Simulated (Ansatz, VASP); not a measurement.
# C in VASP and in Ansatz

```xyz
8
Lattice="2.4896 0.0000 0.0000 -1.2448 2.1561 0.0000 0.0000 0.0000 8.2143" Properties=species:S:1:pos:R:3 pbc="T T T"
C     0.0000    0.0000    0.7994
C     0.0000    0.0000    4.9065
C     0.0000    0.0000    3.3077
C     0.0000    0.0000    7.4149
C     0.0000    1.4374    1.2497
C     1.2448    0.7187    5.3568
C     0.0000    1.4374    2.8574
C     1.2448    0.7187    6.9646
```

Change from the starting cell: mode 21 frozen in at +0.036 Å, strain +e along z and -e/2 along x and y +0.0000.

Alike in both runs: task single point; functional LDA; k mesh 12 × 12 × 4; occupations gaussian, width 0.05 eV; no spin polarisation.

|  | VASP | Ansatz |
| --- | --- | --- |
| version | VASP 6.6.1 | Ansatz 0.2.0 |
| potentials or method | VASP PAW LDA potentials, release 64 (C), cutoff 520 eV | scalar-relativistic, plane waves, PAW |
| valence electrons in the cell | 32 | 32 |

Ansatz gave:

* gap on the k mesh at the Fermi level (eV): 3.60
* least direct gap on the mesh (eV): 3.60
* pressure (GPa): 2.0
* traceless stress, the component that is largest in VASP (GPa): -1.10
* rms of the force components (eV/Å): 1.238

Q: What did VASP give for the same quantities?

A: gap on the k mesh at the Fermi level (eV): 3.60; least direct gap on the mesh (eV): 3.60; pressure (GPa): 3.7; traceless stress, the component that is largest in VASP (GPa): -1.43; rms of the force components (eV/Å): 1.247.

Ansatz warns that its potentials were made for another functional, while VASP's fit it. LDA's correlation is that of Perdew and Zunger in VASP and of Perdew and Wang (1992) in Ansatz. Atom by atom the forces differ by 0.008 eV/Å (rms over components).
